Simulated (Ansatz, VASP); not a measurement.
## ScSi4O: VASP beside Ansatz

File INCAR:

```
PREC = Accurate ; ENCUT = 600
EDIFF = 1E-7 ; ISMEAR = 0
SIGMA = 0.1 ; LREAL = False
LASPH = True ; NELM = 60
ALGO = Normal ; ISIF = 3
LWAVE = False ; LCHARG = False
GGA = PE ; IBRION = 2
NSW = 90 ; EDIFFG = -0.04
```

Contents of KPOINTS:

```
regular mesh
0
Gamma
  6 6 4
```

File POSCAR:

```
ScSi4O
1.0
    4.0271869900      0.0000000000      0.0000000000
   -2.0135934900      3.4876462400      0.0000000000
    0.0000000000      0.0000000000      6.0510553600
Sc Si O
1 4 1
Direct
    0.0000000000      0.0000000000      0.5000000000
    0.3333333300      0.6666666700      0.0000000000
    0.6666666700      0.3333333300      0.0000000000
    0.3333333300      0.6666666700      0.5000000000
    0.6666666700      0.3333333300      0.5000000000
    0.0000000000      0.0000000000      0.0000000000
```

Input for Ansatz:

```yaml
crystal:
  lattice:
    - [4.02718699, 0.0, 0.0]
    - [-2.01359349, 3.48764624, 0.0]
    - [0.0, 0.0, 6.05105536]
  atoms:
    - { symbol: Sc, position: [0.0, 0.0, 0.5] }
    - { symbol: Si, position: [0.33333333, 0.66666667, 0.0] }
    - { symbol: Si, position: [0.66666667, 0.33333333, 0.0] }
    - { symbol: Si, position: [0.33333333, 0.66666667, 0.5] }
    - { symbol: Si, position: [0.66666667, 0.33333333, 0.5] }
    - { symbol: O, position: [0.0, 0.0, 0.0] }
basis:
  ecutwfc: 420
kpoints:
  mp_grid: { grid: [6, 6, 4] }
hamiltonian:
  xc: pbe
scf:
  occupations: { method: gaussian, width: 0.1 }
  lower_state_search: "off"
output:
  forces: true
  stress: true
  eigenvalues: true
relax:
  adjacent_minimum: "off"
  f_tol: 0.04
  max_steps: 70
  cell: { stress_tol: 0.4 }
```

Alike in both runs: task relaxation of cell and atoms; functional PBE; k mesh 6 × 6 × 4; occupations gaussian, width 0.1 eV; no spin polarisation.

|  | VASP | Ansatz |
| --- | --- | --- |
| version | VASP 6.6.1 | Ansatz 0.2.0 |
| potentials or method | VASP PAW PBE potentials, release 64 (Sc_sv, Si, O), cutoff 600 eV | scalar-relativistic, plane waves, PAW |
| valence electrons in the cell | 33 | 33 |

|  | VASP | Ansatz | Ansatz less VASP |
| --- | --- | --- | --- |
| gap on the k mesh at the Fermi level, each at its own relaxed structure (eV) | none | none | - |
| relaxed volume (Å³/atom) | 15.44 | 15.47 | +0.027 |
| relaxed length of the cell vector where the two differ most in proportion (Å) | 4.770 | 4.775 | +0.0050 |

A gap of «none» marks a metal or a gap that the smearing closes.
